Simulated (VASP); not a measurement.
# NbTe (P-6m2) in VASP: single point with HSE06

Aim: the single point of NbTe with HSE06.

Program: VASP 6.6.1. These are calculated values, not measurements. Logs are shortened: lines on timing, memory, paths and dates and some standing lists are left out, and cuts for length are marked.

### Step 1. The cell of the first run

Symmetry: P-6m2, No. 187, hexagonal system. Conventional cell: a = 3.653 Å, b = 3.653 Å, c = 3.644 Å, α = 90.00°, β = 90.00°, γ = 120.00°. Within 3.7 Å of Te (site symmetry -6m2) lie 6 Nb at 2.79 Å and 8 Te at 3.64 to 3.65 Å. Nb (site symmetry -6m2) has 6 Te at 2.79 Å and 8 Nb at 3.64 to 3.65 Å within 3.7 Å.

### Step 2. Single point, HSE06

POSCAR

```
NbTe
1.0
    3.6529280573      0.0000000000      0.0000000000
   -1.8264640286      3.1635284958      0.0000000000
    0.0000000000      0.0000000000      3.6442831093
Te Nb
1 1
Direct
    0.6666666667      0.3333333333      0.0000000000
    0.0000000000      0.0000000000      0.5000000000
```

INCAR.step1

```
ALGO = Normal
EDIFF = 1E-5
ENCUT = 520
GGA = PE
ISIF = 2
ISMEAR = -1
LASPH = T
LCHARG = F
LREAL = F
LWAVE = T
NBANDS = 16
NELM = 60
PREC = Accurate
SIGMA = 0.05
```

INCAR.step2

```
ALGO = Normal
EDIFF = 1E-7
ENCUT = 520
GGA = PE
HFSCREEN = 0.2079
ISIF = 2
ISMEAR = -1
ISTART = 1
LASPH = T
LCHARG = F
LHFCALC = T
LREAL = F
LWAVE = F
NBANDS = 16
NELM = 60
PREC = Accurate
PRECFOCK = Normal
SIGMA = 0.05
```

KPOINTS

```
k-points
0
Gamma
  6 6 4
```

Potentials or basis: VASP PAW PBE potentials, release 64 (Te, Nb_sv).

Command:

```bash
> cat potpaw_PBE.64/Te/POTCAR potpaw_PBE.64/Nb_sv/POTCAR > POTCAR
> cp INCAR.step1 INCAR
> mpirun -np 1 vasp_std > vasp.out
> cp INCAR.step2 INCAR
> mpirun -np 1 vasp_std > vasp.out
```

OUTCAR:

```text
EDIFF = 1E-7
   ENCUT = 520
   GGA = PE
   HFSCREEN = 0.2079
   ISIF = 2
   ISMEAR = -1
   ISTART = 1
   LASPH = T
   LHFCALC = T
   LREAL = F
   NELM = 60
   PREC = Accurate
   PRECFOCK = Normal

 ion  position               nearest neighbor table
   1  0.667  0.333  0.000-   2 2.79   2 2.79   2 2.79   2 2.79   2 2.79   2 2.79
   2  0.000  0.000  0.500-   1 2.79   1 2.79   1 2.79   1 2.79   1 2.79   1 2.79

  LATTYP: Found a hexagonal cell.
 ALAT       =     3.6529280573
 C/A-ratio  =     0.9976334196

  Lattice vectors:

 A1 = (   3.6529280573,   0.0000000000,   0.0000000000)
 A2 = (  -1.8264640286,   3.1635284958,   0.0000000000)
 A3 = (   0.0000000000,   0.0000000000,   3.6442831093)

Analysis of symmetry for initial positions (statically):
=====================================================================
 Subroutine PRICEL returns:
 Original cell was already a primitive cell.

 Routine SETGRP: Setting up the symmetry group for a
 hexagonal supercell.

 Subroutine GETGRP returns: Found 12 space group operations
 (whereof 12 operations were pure point group operations)
 out of a pool of 24 trial point group operations.

The static configuration has the point symmetry D_3h.

Analysis of symmetry for dynamics (positions and initial velocities):
=====================================================================
 Subroutine PRICEL returns:
 Original cell was already a primitive cell.

 Routine SETGRP: Setting up the symmetry group for a
 hexagonal supercell.

 Subroutine GETGRP returns: Found 12 space group operations
 (whereof 12 operations were pure point group operations)
 out of a pool of 24 trial point group operations.

The dynamic configuration has the point symmetry D_3h.

 Subroutine INISYM returns: Found 12 space group operations
 (whereof 12 operations are pure point group operations),
 and found     1 'primitive' translations

----------------------------------------------------------------------------------------

                                     Primitive cell

  volume of cell :      42.1139

  direct lattice vectors                    reciprocal lattice vectors
     3.652928057  0.000000000  0.000000000     0.273752996  0.158051366  0.000000000
    -1.826464029  3.163528496  0.000000000     0.000000000  0.316102732  0.000000000
     0.000000000  0.000000000  3.644283109     0.000000000  0.000000000  0.274402391

  length of vectors
     3.652928057  3.652928057  3.644283109     0.316102732  0.316102732  0.274402391

  position of ions in fractional coordinates (direct lattice)
     0.666666667  0.333333333  0.000000000
     0.000000000  0.000000000  0.500000000

  ion indices of the primitive-cell ions
   primitive index   ion index
                 1           1
                 2           2

----------------------------------------------------------------------------------------

 KPOINTS: k-points

Automatic generation of k-mesh.
 Grid dimensions read from file:
 generate k-points for:    6    6    4

 Generating k-lattice:

  Cartesian coordinates                     Fractional coordinates (reciprocal lattice)
     0.045625499  0.026341894  0.000000000     0.166666667  0.000000000  0.000000000
     0.000000000  0.052683789  0.000000000     0.000000000  0.166666667  0.000000000
     0.000000000  0.000000000  0.068600598     0.000000000  0.000000000  0.250000000

  Length of vectors
     0.052683789  0.052683789  0.068600598

  Shift w.r.t. Gamma in fractional coordinates (k-lattice)
     0.000000000  0.000000000  0.000000000

 Subroutine IBZKPT returns following result:
 ===========================================

 Found     21 irreducible k-points:

 Following reciprocal coordinates:
            Coordinates               Weight
  0.000000  0.000000  0.000000      1.000000
  0.166667 -0.000000  0.000000      6.000000
  0.333333 -0.000000  0.000000      6.000000
  0.500000 -0.000000  0.000000      3.000000
  0.166667  0.166667  0.000000      6.000000
  0.333333  0.166667  0.000000     12.000000
[... 13 lines left out ...]
  0.333333  0.166667  0.500000     12.000000
  0.333333  0.333333  0.500000      2.000000
   k-points           NKPTS =     21   k-points in BZ     NKDIM =    144   number of bands    NBANDS=     16
   number of dos      NEDOS =    301   number of ions     NIONS =      2
   total plane-waves  NPLWV =  21952
   dimension x,y,z NGX =    28 NGY =   28 NGZ =   28
   dimension x,y,z NGXF=    56 NGYF=   56 NGZF=   56
   ions per type =               1   1
   NGX,Y,Z   is equivalent  to a cutoff of  12.74, 12.74, 12.77 a.u.
   NGXF,Y,Z  is equivalent  to a cutoff of  25.49, 25.49, 25.55 a.u.
 SYSTEM =  unknown system
   PREC   = accura    normal or accurate (medium, high low for compatibility)
   ISTART =      1    job   : 0-new  1-cont  2-samecut
   ICHARG =      0    charge: 1-file 2-atom 10-const
   ISPIN  =      1    spin polarized calculation?
   LNONCOLLINEAR =      F non collinear calculations
   LSORBIT =      F    spin-orbit coupling
   LASPH  =      T    aspherical Exc in radial PAW
   ENCUT  =  520.0 eV  38.22 Ry    6.18 a.u.   6.79  6.79  6.78*2*pi/ulx,y,z
   NELM   =     60;   NELMIN=  2; NELMDL=  0     # of ELM steps
   EDIFF  = 0.1E-06   stopping-criterion for ELM
   LREAL  =      F    real-space projection
   EDIFFG = 0.1E-05   stopping-criterion for IOM
   NSW    =      0    number of steps for IOM
   IBRION =     -1    ionic relax: 0-MD 1-quasi-New 2-CG
   NFREE  =      0    steps in history (QN), initial steepest desc. (CG)
   ISIF   =      2    stress and relaxation
   ISYM   =      3    0-nonsym 1-usesym 2-fastsym
   POTIM  = 0.5000    time-step for ionic-motion
   TEBEG  =    0.0;   TEEND  =   0.0 temperature during run
   PSTRESS=    0.0 pullay stress
   NELECT =      19.0000    total number of electrons
   NUPDOWN=      -1.0000    fix difference up-down
   EMIN   =  10.00;   EMAX   =-10.00  energy-range for DOS
   EFERMI =   0.00;   METHOD = LEGACY
   ISMEAR =    -1;   SIGMA  =   0.05  broadening in eV -4-tet -1-fermi 0-gaus
   EFERMI_NEDOS =   21; number of points for ismear=-14 and -15
   IALGO  =     38    algorithm
   IMIX   =      1    mixing-type and parameters
     AMIX     =   0.40;   BMIX     =  1.00
     AMIX_MAG =   1.60;   BMIX_MAG =  1.00
  volume/ion in A,a.u.               =      21.06       142.10
  Fermi-wavevector in a.u.,A,eV,Ry     =   1.255599  2.372738 21.449985  1.576529
  Thomas-Fermi vector in A             =   2.389348
   LORBIT       =      0    0 simple, 1 ext, 2 COOP (PROOUT), +10 PAW based schemes
   GGA     = PE    functional components
   LHFCALC =     T    Hartree Fock is set to
   PRECFOCK=normal    Normal, Fast or Accurate (Low or Medium for compatibility)
   ENCUT4O =  -1.0   cutoff for four orbital integrals eV
   NKREDX  =     1    reduce k-point grid by
   NKREDY  =     1    reduce k-point grid by
   NKREDZ  =     1    reduce k-point grid by
   AEXX    =    0.2500 exact exchange contribution
   HFSCREEN=    0.2079 screening length (either q_TF or 0.3 A-1)
   HFSCREENC=   0.2079 screening length for correlation (either q_TF or 0.3 A-1)
   ENCUTFOCK=  -1.0 apply spherical cutoff to Coloumb kernel
   IVDW    =     0    specifies the selected vdW correction
   LEPSILON=     F    determine dielectric tensor
   LRPA    =     F    only Hartree local field effects (RPA)
 non-spin polarized calculation
  energy-cutoff  :      520.00
  volume of cell :       42.11
 maximum number of plane-waves:      1144
 NGX is ok and might be reduce to    28
  NGX = 24; NGY = 24; NGZ = 24

 number of electron      19.0000000 magnetization

 Free energy of the ion-electron system (eV)
  ---------------------------------------------------
  ext. energy  EPLUGINS =         0.00000000
  ---------------------------------------------------
  free energy    TOTEN  =       -16.32591535 eV

  energy without entropy =      -16.31912988  energy(sigma->0) =      -16.32252261

 E-fermi :  11.7517     XC(G=0):  -9.4447

 val. band max:       11.6501379922   @ k =   0.1667  -0.0000   0.0000
 cond. band min:      11.7708389372   @ k =   0.0000   0.0000   0.0000
 fundamental gap:      0.1207009450
 Fermi energy:        11.7516933961

 k-point     1 :       0.0000    0.0000    0.0000
  band No.  band energies     occupation
      1     -47.9390      2.00000
      2     -22.7232      2.00000
      3     -22.5503      2.00000
      4     -22.5503      2.00000
      5      -4.5066      2.00000
      6       7.7557      2.00000
[... 8 lines left out ...]
     15      18.2274      0.00000
     16      19.3958      0.00000

 k-point     2 :       0.1667   -0.0000    0.0000
  band No.  band energies     occupation
      1     -47.9354      2.00000
      2     -22.7154      2.00000
      3     -22.6033      2.00000
      4     -22.5631      2.00000
      5      -4.1149      2.00000
      6       6.3894      2.00000
[... 8 lines left out ...]
     15      18.3384      0.00000
     16      20.7663      0.00000

 k-point     3 :       0.3333   -0.0000    0.0000
  band No.  band energies     occupation
      1     -47.9284      2.00000
      2     -22.7068      2.00000
      3     -22.6995      2.00000
      4     -22.5889      2.00000
      5      -3.1486      2.00000
      6       4.2616      2.00000
[... 8 lines left out ...]
     15      19.2888      0.00000
     16      21.1884      0.00000

 k-point     4 :       0.5000   -0.0000    0.0000
  band No.  band energies     occupation
      1     -47.9248      2.00000
      2     -22.7574      2.00000
      3     -22.6915      2.00000
      4     -22.6019      2.00000
      5      -2.4912      2.00000
      6       3.1554      2.00000
[... 8 lines left out ...]
     15      18.0202      0.00000
     16      21.4478      0.00000
[... 267 lines left out ...]
 k-point    19 :       0.1667    0.1667    0.5000
  band No.  band energies     occupation
      1     -47.9228      2.00000
      2     -22.8583      2.00000
      3     -22.6526      2.00000
      4     -22.5764      2.00000
      5      -2.4251      2.00000
      6       3.8959      2.00000
[... 8 lines left out ...]
     15      18.3530      0.00000
     16      19.2495      0.00000

 k-point    20 :       0.3333    0.1667    0.5000
  band No.  band energies     occupation
      1     -47.9173      2.00000
      2     -22.8406      2.00000
      3     -22.7099      2.00000
      4     -22.6089      2.00000
      5      -2.0851      2.00000
      6       4.5842      2.00000
[... 8 lines left out ...]
     15      17.5157      0.00000
     16      18.5082      0.00000

 k-point    21 :       0.3333    0.3333    0.5000
  band No.  band energies     occupation
      1     -47.9154      2.00000
      2     -22.8346      2.00000
      3     -22.6824      2.00000
      4     -22.6666      2.00000
      5      -1.9370      2.00000
      6       4.1788      2.00000
[... 8 lines left out ...]
     15      16.0854      0.00000
     16      21.1800      0.00000

------------------------ aborting loop because EDIFF is reached ----------------------------------------

  FORCE on cell =-STRESS in cart. coord.  units (eV):
  Direction    XX          YY          ZZ          XY          YZ          ZX
  --------------------------------------------------------------------------------------
  -------------------------------------------------------------------------------------
  Total       -0.4405945     -0.4405945      0.5564616     -0.0000000      0.0000000      0.0000000
  in kB      -16.7619544    -16.7619544     21.1699959     -0.0000000      0.0000000      0.0000000
  external PRESSURE =      -4.1179709 kB  Pullay stress =       0.0000000 kB

 VOLUME and BASIS-vectors are now :
 -----------------------------------------------------------------------------
  energy-cutoff  :      520.00
  volume of cell :       42.11
      direct lattice vectors                 reciprocal lattice vectors
     3.652928057  0.000000000  0.000000000     0.273752996  0.158051366  0.000000000
    -1.826464029  3.163528496  0.000000000     0.000000000  0.316102732  0.000000000
     0.000000000  0.000000000  3.644283109     0.000000000  0.000000000  0.274402391

 POSITION                                       TOTAL-FORCE (eV/Angst)
 -----------------------------------------------------------------------------------
      1.82646      1.05451      0.00000        -0.000000      0.000000      0.000000
      0.00000      0.00000      1.82214         0.000000      0.000000      0.000000
 -----------------------------------------------------------------------------------
    total drift:                                0.000000     -0.000000     -0.000000

  FREE ENERGIE OF THE ION-ELECTRON SYSTEM (eV)
  ---------------------------------------------------
  free  energy   TOTEN  =       -16.3259153463 eV

  energy  without entropy=      -16.3191298801  energy(sigma->0) =      -16.32252261
```

Run time: 72 min. Hardware: 1 thread of Intel Xeon 8259CL, shared host; peak memory 0.3 GiB.

Results:

```
Free energy            : -16.3259 eV
Pressure               : -0.4 GPa
Band gap on the k mesh : zero (an odd number of electrons rules out a gap without spin polarisation)
```

Caveat: the k points lie up to 0.43 Å⁻¹ apart, too coarse for converged energies and pressures of a metal; the PAW data sets were made with another functional, which shifts forces and pressure a little; spin-orbit coupling is left out, which moves the levels of the heavy elements; an odd number of electrons without spin polarisation forces a metal; a magnetic or distorted state may lie lower.

The gap in the log of VASP goes by the Fermi energy; the results here count the filled bands.